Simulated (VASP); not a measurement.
A run of VASP 6.6.1:

INCAR

```
ALGO = Normal ; EDIFF = 1E-6
ENCUT = 520 ; GGA = PE
ISIF = 2 ; ISMEAR = 0
LASPH = True ; LCHARG = True
LELF = True ; LREAL = False
LVHAR = True ; LWAVE = False
NBANDS = 25 ; NELM = 100
PREC = Accurate ; SIGMA = 0.05
```

File KPOINTS:

```
k-points
0
Gamma
  6 6 6
```

POSCAR

```
SiO2
1.0
   -2.5762035013      2.5762035013      3.8738602040
    2.5762035013     -2.5762035013      3.8738602040
    2.5762035013      2.5762035013     -3.8738602040
Si O
2 4
Direct
    0.0000000000      0.0000000000      0.0000000000
    0.7500000000      0.2500000000      0.5000000000
    0.9670112602      0.6250000000      0.8420112602
    0.3750000000      0.2170112602      0.3420112602
    0.7829887398      0.1250000000      0.1579887398
    0.8750000000      0.0329887398      0.6579887398
```

Potentials or basis: VASP PAW PBE potentials, release 64 (Si, O).

The run is started by

```bash
$ cat potpaw_PBE.64/Si/POTCAR potpaw_PBE.64/O/POTCAR > POTCAR
$ mpirun -np 1 vasp_std > vasp.out
```

Hardware: 1 thread of Intel Xeon 8259CL, on a shared host.

Problem. Estimate the wall time of this run.

Solution. It took 2.2 min on 1 thread of Intel Xeon 8259CL, on a shared host, peak memory 0.25 GiB. Counts: scf iterations 13, k points 30.
